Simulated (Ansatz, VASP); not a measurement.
## Ta: VASP beside Ansatz

INCAR

```
SYSTEM = Ta
PREC     = Accurate       ! precision mode
ENCUT    = 520            ! plane-wave cutoff, eV
EDIFF    = 1E-6           ! SCF threshold, eV
ISMEAR   = 0              ! smearing method
SIGMA    = 0.15           ! smearing width, eV
LREAL    = .FALSE.        ! projectors in reciprocal space
LASPH    = .TRUE.         ! aspherical terms in the spheres
NELM     = 100            ! most SCF steps
ALGO     = Fast           ! electronic algorithm
ISIF     = 2              ! what is computed and relaxed
LWAVE    = .FALSE.        ! write WAVECAR
LCHARG   = .FALSE.        ! write CHGCAR
GGA      = PS             ! functional
NBANDS   = 18             ! bands
```

File KPOINTS:

```
Automatic mesh
0
G
  18 18 10
  0 0 0
```

Contents of POSCAR:

```
Ta
1.0
    2.9003720726      0.0000000000      0.0000000000
   -1.4501860363      2.5117958953      0.0000000000
    0.0000000000      0.0000000000      5.1662740000
Ta
2
Direct
    0.5770893246      0.1541786493      0.6628966059
    0.3333333333      0.6666666667      0.2500000000
```

Input for Ansatz:

```yaml
crystal:
  lattice:
    - [2.9003720726, 0.0, 0.0]
    - [-1.4501860363, 2.5117958953, 0.0]
    - [0.0, 0.0, 5.166274]
  atoms:
    - { symbol: Ta, position: [0.5770893246, 0.1541786493, 0.6628966059] }
    - { symbol: Ta, position: [0.3333333333, 0.6666666667, 0.25] }
basis:
  ecutwfc: 420
kpoints:
  mp_grid: { grid: [18, 18, 10] }
hamiltonian:
  xc: pbesol
scf:
  occupations: { method: gaussian, width: 0.15 }
output:
  forces: true
  stress: true
  eigenvalues: true
  write_density: true
  write_potential: true
  elf: true
  volumetric_format: npy
```

Alike in both runs: task single point; functional PBEsol; k mesh 18 × 18 × 10; occupations gaussian, width 0.15 eV; no spin polarisation.

|  | VASP | Ansatz |
| --- | --- | --- |
| version | VASP 6.6.1 | Ansatz 0.2.0 |
| potentials or method | VASP PAW PBE potentials, release 64 (Ta_pv), cutoff 520 eV | scalar-relativistic, plane waves, PAW |
| valence electrons in the cell | 22 | 26 |

```csv
,VASP,Ansatz,Ansatz less VASP
gap on the k mesh at the Fermi level (eV),none,none,-
pressure (GPa),8.7,8.3,-0.33
"traceless stress, the component that is largest in VASP (GPa)",-7.63,-7.48,+0.152
rms of the force components (eV/Å),2.481,2.457,-0.0237
```

VASP's potentials were made for PBE, not for PBEsol. Atom by atom the forces differ by 0.024 eV/Å (rms over components). A gap of «none» marks a metal or a gap that the smearing closes. With one functional, cell and mesh, what is left measures potentials, basis and numerics. VASP's potentials hold 22 valence electrons a cell and Ansatz's 26, so a difference there can come from the potentials and not from the codes.

Neither program's run includes spin-orbit coupling.
